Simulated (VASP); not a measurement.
# BeAl15HN16 (a cell with a defect) in VASP: electric field gradients with PBE

Aim: the electric field gradients of BeAl15HN16 (a cell with a defect) with PBE.

Everything below comes from runs of VASP 6.6.1. Logs are shortened: lines on timing, memory, paths and dates and some standing lists are left out, and cuts for length are marked.

## 1. The cell of the first run

The cell holds a defect, 33 atoms: a = 6.260 Å, b = 6.260 Å, c = 10.035 Å, α = 90.00°, β = 90.00°, γ = 120.00°.

## 2. Electric field gradients, PBE, collinear spin

INCAR reads:

```
ALGO = Normal ; EDIFF = 1E-8
ENCUT = 520 ; GGA = PE
ISIF = 2 ; ISMEAR = 0
ISPIN = 2 ; LASPH = True
LCHARG = False ; LEFG = True
LORBIT = 11 ; LREAL = Auto
LWAVE = False ; MAGMOM = 0 0 0 0 0 0 0 0 0 0 0 0 0 0 0 0.02 0.07 0 0 0.01 0.1 0.04 0 0 0.1 0.04 0 0 0 0.03 0.01 0 0.44
NBANDS = 90 ; NELECT = 129.0
NELM = 150 ; NUPDOWN = 1.0
PREC = Accurate ; SIGMA = 0.01
```

KPOINTS reads:

```
Automatic mesh
0
Gamma
  1 1 1
  0.25 0.25 0.25
```

POSCAR reads:

```
BeAl15HN16
1.0
    6.2595139128      0.0000000578      0.0000000000
   -3.1297570064      5.4208980350      0.0000000000
    0.0000000000      0.0000000000     10.0348065929
Al Be N H
15 1 16 1
Direct
    0.3315696255      0.1684132716      0.2575703917
    0.3290230797      0.1710302618      0.7477141060
    0.1641418213      0.3358944190      1.0024633032
    0.3309908375      0.6693686342      0.2573079031
    0.1646749872      0.8363719945      0.5016825265
    0.3286372927      0.6641430246      0.7475008327
    0.1648072791      0.8363916276      1.0006316624
    0.8307368717      0.1691309066      0.2573480344
    0.6636123745      0.3353432225      0.5016692283
    0.8358368730      0.1713443544      0.7474875811
    0.6636247756      0.3351823888      1.0006155946
    0.8308975591      0.6691775287      0.2515354260
    0.6635110097      0.8365297037      0.5017791074
    0.8309873659      0.6689534653      0.7508522759
    0.6637303969      0.8362693302      1.0007276312
    0.1659796861      0.3338837294      0.5081263092
    0.3230978547      0.1767823176      0.4475117819
    0.1657554771      0.3343052896      0.1914472337
    0.3293531134      0.1706551719      0.9397482062
    0.1657514087      0.3341970111      0.6872102716
    0.3216939407      0.6564924510      0.4475040605
    0.1623404571      0.8327691150      0.1894794795
    0.3292598269      0.6698832384      0.9397128808
    0.1647731339      0.8340366123      0.6922544100
    0.8436173108      0.1784378206      0.4475549489
    0.6671167556      0.3376194085      0.1894888446
    0.8300942683      0.1706636649      0.9397004588
    0.6659435558      0.3351488602      0.6922341728
    0.8293117578      0.6706703457      0.4411866635
    0.6668997978      0.8332968316      0.1897266292
    0.8295432520      0.6703646044      0.9405189046
    0.6658075027      0.8341083541      0.6922160328
    0.5004807512     -0.0004609599      0.3457391071
```

Potentials or basis: VASP PAW PBE potentials, release 64 (Al, Be, N, H).

The run is started by

```console
> cat potpaw_PBE.64/Al/POTCAR potpaw_PBE.64/Be/POTCAR potpaw_PBE.64/N/POTCAR potpaw_PBE.64/H/POTCAR > POTCAR
> mpirun -np 1 vasp_std > vasp.out
```

OUTCAR:

```text
EDIFF = 1E-8
   ENCUT = 520
   GGA = PE
   ISIF = 2
   ISMEAR = 0
   ISPIN = 2
   LASPH = True
   LORBIT = 11
   LREAL = Auto
   NELECT = 129.0
   NELM = 150
   NUPDOWN = 1.0
   PREC = Accurate

 ion  position               nearest neighbor table
   1  0.332  0.168  0.258-  17 1.91  18 1.92  26 1.94  22 1.94  33 2.03   9 3.04   5 3.04   4 3.12
                             8 3.12  12 3.13  12 3.13   8 3.14   4 3.14   3 3.14   7 3.14  11 3.14
   2  0.329  0.171  0.748-  20 1.87  28 1.91  24 1.91  19 1.93   9 3.06   5 3.06   6 3.09  10 3.09
                             3 3.12  11 3.12   7 3.12  14 3.13  14 3.13  10 3.17   6 3.17
   3  0.164  0.336  0.002-  18 1.90  19 1.90  23 1.92  27 1.92   6 3.12  10 3.12   2 3.12   7 3.13
                            11 3.13  15 3.13  15 3.13  11 3.13   7 3.13   4 3.13   8 3.13   1 3.14
   4  0.331  0.669  0.257-  21 1.91  22 1.92  18 1.93  30 1.94  33 2.00  13 3.04   5 3.05   1 3.12
                             8 3.13  12 3.13  12 3.13   8 3.13   3 3.13   1 3.14  15 3.14   7 3.15
   5  0.165  0.836  0.502-  21 1.91  24 1.91  29 1.92  17 1.93   1 3.04   4 3.05   2 3.06   6 3.07
                            14 3.09  12 3.09  13 3.12   9 3.12   9 3.14  13 3.14
   6  0.329  0.664  0.748-  20 1.89  24 1.89  32 1.91  23 1.93  13 3.06   5 3.07  10 3.08   2 3.09
                             3 3.12  15 3.12   7 3.13  14 3.13  14 3.13   2 3.17  10 3.17
   7  0.165  0.836  0.001-  22 1.90  23 1.90  19 1.91  31 1.91  14 3.09  12 3.10   2 3.12  11 3.12
                            15 3.12   6 3.13   3 3.13   3 3.13  15 3.14  11 3.14   1 3.14   4 3.15
   8  0.831  0.169  0.257-  25 1.91  26 1.92  18 1.93  30 1.94  33 2.00  13 3.04   9 3.05   1 3.12
                             4 3.13  12 3.13  12 3.13   4 3.13   3 3.13   1 3.14  15 3.14  11 3.15
   9  0.664  0.335  0.502-  25 1.91  28 1.91  29 1.92  17 1.93   1 3.04   8 3.05   2 3.06  10 3.07
[... 15 lines left out ...]
  18  0.166  0.334  0.191-   3 1.90   1 1.92   8 1.93   4 1.93
  19  0.329  0.171  0.940-   3 1.90  11 1.91   7 1.91   2 1.93
  20  0.166  0.334  0.687-  16 1.80   2 1.87  10 1.89   6 1.89
  21  0.322  0.656  0.448-  16 1.85   5 1.91   4 1.91  13 1.93
[... 9 lines left out ...]
  31  0.830  0.670  0.941-  15 1.90  14 1.90  11 1.91   7 1.91
  32  0.666  0.834  0.692-  14 1.88   6 1.91  10 1.91  13 1.91
  33  0.500  1.000  0.346-   4 2.00   8 2.00   1 2.03

  LATTYP: Found a hexagonal cell.
 ALAT       =     6.2595139128
 C/A-ratio  =     1.6031287306

  Lattice vectors:

 A1 = (   6.2595139128,   0.0000000578,   0.0000000000)
 A2 = (  -3.1297570064,   5.4208980350,   0.0000000000)
 A3 = (   0.0000000000,   0.0000000000,  10.0348065929)

Analysis of symmetry for initial positions (statically):
=====================================================================
 Subroutine PRICEL returns:
 Original cell was already a primitive cell.

 Routine SETGRP: Setting up the symmetry group for a
 hexagonal supercell.

 Subroutine GETGRP returns: Found  1 space group operations
 (whereof  1 operations were pure point group operations)
 out of a pool of 24 trial point group operations.

The static configuration has the point symmetry C_1 .

Analysis of symmetry for dynamics (positions and initial velocities):
=====================================================================
 Subroutine PRICEL returns:
 Original cell was already a primitive cell.

 Routine SETGRP: Setting up the symmetry group for a
 hexagonal supercell.

 Subroutine GETGRP returns: Found  1 space group operations
 (whereof  1 operations were pure point group operations)
 out of a pool of 24 trial point group operations.

The dynamic configuration has the point symmetry C_1 .

Analysis of structural, dynamic, and magnetic symmetry:
=====================================================================
 Subroutine PRICEL returns:
 Original cell was already a primitive cell.

 Routine SETGRP: Setting up the symmetry group for a
 hexagonal supercell.

 Subroutine GETGRP returns: Found  1 space group operations
 (whereof  1 operations were pure point group operations)
 out of a pool of 24 trial point group operations.

The overall configuration has the point symmetry C_1 .

[... 186 lines left out ...]
  free energy    TOTEN  =      -233.00316569 eV

  energy without entropy =     -233.00316569  energy(sigma->0) =     -233.00316569

 E-fermi :   5.5645     XC(G=0): -10.8618

 val. band max:        6.8916790097   @ k =  -0.2500  -0.2500   0.2500
 cond. band min:       7.9604554883   @ k =   0.5000  -0.2500   0.2500
 fundamental gap:      1.0687764786
 Fermi energy:         6.9495691807

 spin component 1

 k-point     1 :       0.2500    0.2500    0.2500
  band No.  band energies     occupation
      1      -8.7943      1.00000
      2      -8.3525      1.00000
      3      -8.2057      1.00000
      4      -8.0968      1.00000
      5      -7.8382      1.00000
      6      -7.6867      1.00000
[... 463 lines left out ...]
     75      12.6192      0.00000
     76      12.9344      0.00000
 Fermi energy:         5.5644590893

 spin component 2

 k-point     1 :       0.2500    0.2500    0.2500
  band No.  band energies     occupation
      1      -8.7710      1.00000
      2      -8.3160      1.00000
      3      -8.1819      1.00000
      4      -8.0800      1.00000
      5      -7.8018      1.00000
      6      -7.6584      1.00000
[... 463 lines left out ...]
     75      12.6405      0.00000
     76      12.9623      0.00000
 [bands above 76 left out]

------------------------ aborting loop because EDIFF is reached ----------------------------------------

  FORCE on cell =-STRESS in cart. coord.  units (eV):
  Direction    XX          YY          ZZ          XY          YZ          ZX
  --------------------------------------------------------------------------------------
  -------------------------------------------------------------------------------------
  Total        2.2386924      0.3424945     12.9548321     -1.6390155      0.0003417     -0.0234255
  in kB       10.5337780      1.6115482     60.9567095     -7.7121024      0.0016079     -0.1102247
  external PRESSURE =      24.3673453 kB  Pullay stress =       0.0000000 kB

 VOLUME and BASIS-vectors are now :
 -----------------------------------------------------------------------------
  energy-cutoff  :      520.00
  volume of cell :      340.50
      direct lattice vectors                 reciprocal lattice vectors
     6.259513913  0.000000058  0.000000000     0.159756813  0.092235641  0.000000000
    -3.129757006  5.420898035  0.000000000    -0.000000002  0.184471279  0.000000000
     0.000000000  0.000000000 10.034806593     0.000000000  0.000000000  0.099653141

 POSITION                                       TOTAL-FORCE (eV/Angst)
 -----------------------------------------------------------------------------------
      1.54837      0.91295      2.58467         0.096474     -0.056934     -0.008397
      1.52424      0.92714      7.50317         0.124208     -0.077453      0.007741
     -0.02382      1.82085      0.02472        -0.124831      0.068472      0.002673
     -0.02312      3.62858      2.58204         0.102146     -0.061069      0.019057
     -1.58686      4.53389      5.03429        -0.116316      0.035755      0.019515
     -0.02150      3.60025      7.50103         0.113905     -0.068161     -0.000694
[... 25 lines left out ...]
      1.55707      4.52162      6.94625        -0.179654      0.106888     -0.010337
      0.00445      5.41840      3.46943        -0.033059      0.018640      0.002547
 -----------------------------------------------------------------------------------
    total drift:                               -0.020247      0.011704      0.015377

  FREE ENERGIE OF THE ION-ELECTRON SYSTEM (eV)
  ---------------------------------------------------
  free  energy   TOTEN  =      -233.0031656883 eV

  energy  without entropy=     -233.0031656883  energy(sigma->0) =     -233.00316569

 Electric field gradients (V/A^2)
---------------------------------------------------------------------
 ion       V_xx      V_yy      V_zz      V_xy      V_xz      V_yz
---------------------------------------------------------------------
   1       3.048     6.514    -9.562     2.936    -0.992     0.622
   2      -7.008    -1.039     8.047     5.095    -3.502     2.042
   3       1.513     3.383    -4.897     1.684     0.533    -0.292
   4       5.763     3.151    -8.915     1.548    -0.537    -0.464
   5      -0.741    -2.516     3.257     4.637    -0.810    -1.107
   6      -1.116    -7.322     8.438     1.855    -0.519    -2.979
[... 25 lines left out ...]
  32       4.645     4.556    -9.201    -0.103     0.158    -0.105
  33       0.597     0.705    -1.302     0.095    -0.177     0.107
---------------------------------------------------------------------

 Electric field gradients after diagonalization (V/A^2)
 (convention: |V_zz| > |V_xx| > |V_yy|)
----------------------------------------------------------------------
 ion       V_xx      V_yy      V_zz     asymmetry (V_yy - V_xx)/ V_zz
----------------------------------------------------------------------
   1       8.190     1.495    -9.686       0.691
   2       8.918     1.881   -10.799       0.652
   3       4.375     0.590    -4.964       0.762
   4       6.513     2.435    -8.948       0.456
   5       4.512     1.849    -6.362       0.419
   6      -8.287    -0.767     9.054       0.831
[... 25 lines left out ...]
  32       4.715     4.488    -9.204       0.025
  33       0.760     0.564    -1.325       0.148
----------------------------------------------------------------------

           NMR quadrupolar parameters

 Cq : quadrupolar parameter    Cq=e*Q*V_zz/h
 eta: asymmetry parameters     (V_yy - V_xx)/ V_zz
 Q  : nuclear electric quadrupole moment in mb (millibarn)
----------------------------------------------------------------------
 ion       Cq(MHz)       eta       Q (mb)
----------------------------------------------------------------------
   1      -0.023       0.691       1.000
   2      -0.026       0.652       1.000
   3      -0.012       0.762       1.000
   4      -0.022       0.456       1.000
   5      -0.015       0.419       1.000
   6       0.022       0.831       1.000
[... 25 lines left out ...]
  32      -0.022       0.025       1.000
  33      -0.003       0.148       1.000
----------------------------------------------------------------------

 total charge

# of ion       s       p       d       tot
------------------------------------------
    1        0.370   0.421   0.000   0.791
    2        0.377   0.434   0.000   0.811
    3        0.376   0.433   0.000   0.809
    4        0.369   0.422   0.000   0.791
    5        0.377   0.428   0.000   0.805
    6        0.377   0.433   0.000   0.810
[... 25 lines left out ...]
   32        1.230   2.621   0.000   3.851
   33        0.496   0.015   0.000   0.511
--------------------------------------------------
tot         26.215  48.727   0.000  74.942

 magnetization (x)

# of ion       s       p       d       tot
------------------------------------------
    1       -0.001  -0.001   0.000  -0.001
    2        0.000   0.000   0.000   0.000
    3       -0.000  -0.000   0.000  -0.000
    4       -0.001  -0.001   0.000  -0.002
    5        0.000   0.001   0.000   0.001
    6        0.000   0.000   0.000   0.000
[... 25 lines left out ...]
   32       -0.000  -0.000   0.000  -0.000
   33        0.243   0.002   0.000   0.245
--------------------------------------------------
tot          0.261   0.381   0.000   0.642
```

Wall time 15 min (1 thread of Intel Xeon Platinum 8259CL at 2.50GHz (Skylake/Cascade Lake), shared host); peak memory 0.71 GiB.

Results:

- Free energy: -233.0032 eV
- Largest force: 0.265 eV/Å
- Net moment: 1.00 μB per cell
- Site moments: Al -0.00, +0.00 (each value once); Be +0.04; N +0.07, +0.00, +0.01, +0.08, +0.03, -0.00, +0.04 (each value once); H +0.24 μB
- Largest electric field gradient by atom: Al -9.7, -10.8, -5.0, -8.9, -6.4, +9.1, +3.4, -9.0, -6.3, +3.3, +2.4, +4.0, -3.1 (each value once); Be +1.5; N -8.8, -10.5, +10.4, -6.7, -8.6, -9.2, +10.3, -5.3, -6.6, -9.5 (each value once); H -1.3 V/Å²
- Valence electrons inside the program's atomic spheres: Al 0.79, 0.81, 0.82, 0.80 (each value once); Be 1.03; N 3.80, 3.83, 3.84, 3.79, 3.85 (each value once); H 0.51

Forces in eV/Å, atoms in the order of the input:
```
Al   0.096 -0.057 -0.008
Al   0.124 -0.077  0.008
Al  -0.125  0.068  0.003
Al   0.102 -0.061  0.019
Al  -0.116  0.036  0.020
Al   0.114 -0.068 -0.001
Al  -0.114  0.050 -0.003
Al   0.100 -0.057  0.017
Al  -0.093  0.080  0.019
Al   0.118 -0.070  0.001
Al  -0.101  0.069  0.002
Al   0.125 -0.079  0.013
Al  -0.139  0.080 -0.022
Al   0.129 -0.074  0.003
Al  -0.126  0.072 -0.002
Be  -0.131  0.079  0.006
N    0.115 -0.061 -0.014
N   -0.156  0.090 -0.003
N    0.176 -0.102 -0.001
N   -0.177  0.105  0.018
N    0.259 -0.022 -0.019
N   -0.146  0.094  0.022
N    0.183 -0.100 -0.003
N   -0.180  0.106  0.000
N    0.148 -0.219 -0.024
N   -0.145  0.087  0.022
N    0.178 -0.102 -0.003
N   -0.185  0.108  0.002
N    0.164 -0.093 -0.010
N   -0.154  0.084 -0.055
N    0.168 -0.093  0.000
N   -0.180  0.107 -0.010
H   -0.033  0.019  0.003
```

Electric field gradients, principal values (V/Å²):
```csv
atom,least,middle,greatest (by size)
1 Al,1.495,8.190,-9.686
2 Al,1.881,8.918,-10.799
3 Al,0.590,4.375,-4.964
4 Al,2.435,6.513,-8.948
5 Al,1.849,4.512,-6.362
6 Al,-0.767,-8.287,9.054
7 Al,-0.497,-2.886,3.383
8 Al,2.439,6.517,-8.956
9 Al,1.788,4.553,-6.341
10 Al,-0.735,-8.338,9.072
11 Al,-0.467,-2.844,3.311
12 Al,-0.289,-2.078,2.366
13 Al,-1.959,-2.035,3.994
14 Al,0.985,2.097,-3.082
15 Al,-0.467,-1.950,2.417
16 Be,-0.059,-1.463,1.522
17 N,2.309,6.529,-8.838
18 N,4.617,5.838,-10.455
19 N,3.747,5.051,-8.798
20 N,3.451,5.302,-8.753
21 N,-0.353,-10.044,10.397
22 N,1.320,5.371,-6.691
23 N,3.497,5.138,-8.635
24 N,3.054,6.180,-9.234
25 N,-0.296,-10.016,10.312
26 N,1.329,5.349,-6.678
27 N,3.503,5.138,-8.641
28 N,3.046,6.183,-9.228
29 N,1.873,3.407,-5.281
30 N,0.195,6.428,-6.623
31 N,3.993,5.543,-9.536
32 N,4.488,4.715,-9.204
33 H,0.564,0.760,-1.325
```

Caveat: the k points lie up to 0.58 Å⁻¹ apart; the cell carries a net charge on a neutralising background, which shifts energy and pressure; the cell is charged against a uniform background, so pressure and absolute levels hang on convention; without QUAD_EFG the Cq values of the log hold for a quadrupole moment of 1 mb, not for the nuclei; the total moment is fixed, so each spin has its own Fermi level and the state may be an excited one.
